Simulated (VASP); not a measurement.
A run of VASP 6.6.1:

INCAR

```
  ALGO = Normal
  EDIFF = 1E-6
  EDIFFG = -0.005
  ENCUT = 600
  IBRION = 2
  ISIF = 3
  ISMEAR = -1
  LASPH = True
  LCHARG = False
  LREAL = False
  LWAVE = False
  NELM = 100
  NSW = 32
  PREC = Accurate
  PSTRESS = 540.0
  SIGMA = 0.08
```

Contents of KPOINTS:

```
k-points
0
Gamma
  15 15 15
```

File POSCAR:

```
Sb
1.0
    0.0000000000      2.0864341021      2.0864341021
    2.0864341021      0.0000000000      2.0864341021
    2.0864341021      2.0864341021      0.0000000000
Sb
1
Direct
    0.0000000000      0.0000000000      0.0000000000
```

Potentials or basis: VASP PAW LDA potentials, release 64 (Sb).

Launch:

```console
$ cat potpaw_LDA.64/Sb/POTCAR > POTCAR
$ mpirun -np 1 vasp_std > vasp.out
```

Hardware: 1 thread of Intel Xeon 8259CL, with other jobs on the host.

Q: Estimate the wall time of this run.

A: It took 28 s on 1 thread of Intel Xeon 8259CL, on a shared host, peak memory 0.15 GiB. Counts: scf iterations 21, k points 120, ion steps 3.
